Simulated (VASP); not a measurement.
Here is a VASP 6.6.1 calculation.

File INCAR:

```
SYSTEM = Sc
PREC     = Accurate       ! precision mode
ENCUT    = 520            ! plane-wave cutoff, eV
EDIFF    = 1E-6           ! SCF threshold, eV
ISMEAR   = -1             ! smearing method
SIGMA    = 0.1            ! smearing width, eV
LREAL    = .FALSE.        ! projectors in reciprocal space
LASPH    = .TRUE.         ! aspherical terms in the spheres
NELM     = 80             ! most SCF steps
ALGO     = Normal         ! electronic algorithm
ISIF     = 2              ! what is computed and relaxed
LWAVE    = .FALSE.        ! write WAVECAR
LCHARG   = .FALSE.        ! write CHGCAR
GGA      = PS             ! functional
NBANDS   = 18             ! bands
```

The input KPOINTS:

```
regular mesh
0
G
  7 7 4
  0 0 0
```

Contents of POSCAR:

```
Sc
1.0
    3.3090000000      0.0000000000      0.0000000000
   -1.6545000000      2.8656780600      0.0000000000
    0.0000000000      0.0000000000      5.2733000000
Sc
2
Direct
    0.3275578982      0.6578540618      0.2358092020
    0.6609309688      0.3245007085      0.7358212365
```

Potentials or basis: VASP PAW PBE potentials, release 64 (Sc_sv).

Run with:

```console
$ cat potpaw_PBE.64/Sc_sv/POTCAR > POTCAR
$ mpirun -np 1 vasp_std > vasp.out
```

(1) Estimate the band gap on the k mesh.

(2) What does it give for the pressure?

Answers

(1) zero (bands 11 and 12 overlap by 1.30 eV).

(2) -2.8 GPa.

Caveat: the PAW data sets were made with another functional, which shifts forces and pressure a little.
